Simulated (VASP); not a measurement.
Wanted: the native input for a VASP 6.6.1 run.

* Task: single point
* Functional: PBE
* Potentials or basis: VASP PAW PBE potentials, release 64 (Ni, Sb)
* Cutoff: 520 eV
* k mesh: 12 × 12 × 8
* Occupations: gaussian, width 0.1 eV
* Spin: no spin polarisation
* Dipole correction: no
* Further INCAR settings: ALGO = Normal; EDIFF = 1e-06; NBANDS = 23

The structure of NiSb lies in POSCAR:

```
NiSb
1.0
    3.8793111711      0.0000000000      0.0000000000
   -1.9396555855      3.3595820234      0.0000000000
    0.0000000000      0.0000000000      5.0299144785
Ni Sb
2 2
Direct
    0.0000000000      0.0000000000      0.0000000000
    0.0000000000      0.0000000000      0.5000000000
    0.3333333333      0.6666666667      0.2500000000
    0.6666666667      0.3333333333      0.7500000000
```

The input as run:

INCAR

```
ALGO     = Normal         # electronic algorithm
EDIFF    = 1E-6           # SCF threshold, eV
ENCUT    = 520            # plane-wave cutoff, eV
GGA      = PE             # functional
ISIF     = 2              # what is computed and relaxed
ISMEAR   = 0              # smearing method
LASPH    = T              # aspherical terms in the spheres
LCHARG   = T              # write CHGCAR
LELF     = T              # ELF
LREAL    = F              # projectors in reciprocal space
LVHAR    = T            
LWAVE    = F              # write WAVECAR
NBANDS   = 23             # bands
NELM     = 80             # most SCF steps
PREC     = Accurate       # precision mode
SIGMA    = 0.1            # smearing width, eV
```

KPOINTS

```
k-points
0
Gamma
  12 12 8
```

Potentials or basis: VASP PAW PBE potentials, release 64 (Ni, Sb).

Launch:

```bash
$ cat potpaw_PBE.64/Ni/POTCAR potpaw_PBE.64/Sb/POTCAR > POTCAR
$ mpirun -np 1 vasp_std > vasp.out
```

It gave:

```
Pressure               : 9.8 GPa
Band gap on the k mesh : zero (bands 15 and 16 overlap by 3.56 eV)
```

Caveat: the cell stands under pressure; spin-orbit coupling is left out, which moves the levels of the heavy elements.

Wall time 2.5 min on 1 thread of Intel(R) Xeon(R) Platinum 8259CL CPU @ 2.50GHz (Skylake/Cascade Lake), on a shared host, peak memory 0.27 GiB.
